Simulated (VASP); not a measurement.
Wanted: the native input for a VASP 6.6.1 run.

| Property | Result |
| --- | --- |
| Task | single point |
| Functional | r2SCAN |
| Potentials or basis | VASP PAW PBE potentials, release 64 (Al, Cu) |
| Cutoff | 520 eV |
| k mesh | 12 × 12 × 12 |
| Occupations | gaussian, width 0.15 eV |
| Spin | no spin polarisation |
| Dipole correction | no |
| Further INCAR settings | ALGO = Normal; EDIFF = 1e-06; NBANDS = 18 |

The system is Al3Cu.

```
Al Cu
1.0
     3.69466    0.00000    0.00000
     0.00000    3.88912    0.00000
     0.00000    0.00000    3.88912
Al Cu
3 1
Direct
  0.00000 0.50000 0.50000
  0.50000 0.00000 0.50000
  0.50000 0.50000 0.00000
  0.00000 0.00000 0.00000
```

This cell differs from its parent crystal: strain -0.0500 x Voigt [1, 0, 0, 0, 0, 0].

One way to write it, as run:

POSCAR

```
Al3Cu
1.0
    3.6946646355      0.0000000000      0.0000000000
    0.0000000000      3.8891206689      0.0000000000
    0.0000000000      0.0000000000      3.8891206689
Al Cu
3 1
Direct
    0.0000000000      0.5000000000      0.5000000000
    0.5000000000      0.0000000000      0.5000000000
    0.5000000000      0.5000000000      0.0000000000
    0.0000000000      0.0000000000      0.0000000000
```

INCAR.step1

```
  PREC = Accurate
  ENCUT = 520
  ISMEAR = 0
  SIGMA = 0.15
  LREAL = False
  LASPH = True
  NELM = 80
  NBANDS = 18
  GGA = PE
  ALGO = Normal
  EDIFF = 1E-4
  LWAVE = True
  LCHARG = False
```

INCAR.step2

```
  PREC = Accurate
  ENCUT = 520
  EDIFF = 1E-6
  ISMEAR = 0
  SIGMA = 0.15
  LREAL = False
  LASPH = True
  NELM = 80
  ALGO = Normal
  ISIF = 2
  LWAVE = False
  LCHARG = True
  METAGGA = R2SCAN
  LMIXTAU = True
  LELF = True
  LVHAR = True
  NBANDS = 18
  ISTART = 1
```

KPOINTS

```
Automatic mesh
0
Gamma
  12 12 12
```

Potentials or basis: VASP PAW PBE potentials, release 64 (Al, Cu).

Launch:

```sh
$ cat potpaw_PBE.64/Al/POTCAR potpaw_PBE.64/Cu/POTCAR > POTCAR
$ cp INCAR.step1 INCAR
$ mpirun -np 1 vasp_std > vasp.out
$ cp INCAR.step2 INCAR
$ mpirun -np 1 vasp_std > vasp.out
```

It gave:

```
Pressure               : 5.8 GPa
Band gap on the k mesh : zero (bands 10 and 11 overlap by 4.11 eV)
```

Caveat: the cell differs from its parent crystal (strain -0.0500 x Voigt [1, 0, 0, 0, 0, 0]); the stress differs along the axes, from 4 to 10 GPa; the PAW data sets were made with another functional, which shifts forces and pressure a little.

Run time: 7.3 min on 1 thread of Intel(R) Xeon(R) Platinum 8488C (Sapphire Rapids), with other jobs on the host, peak memory 0.3 GiB.
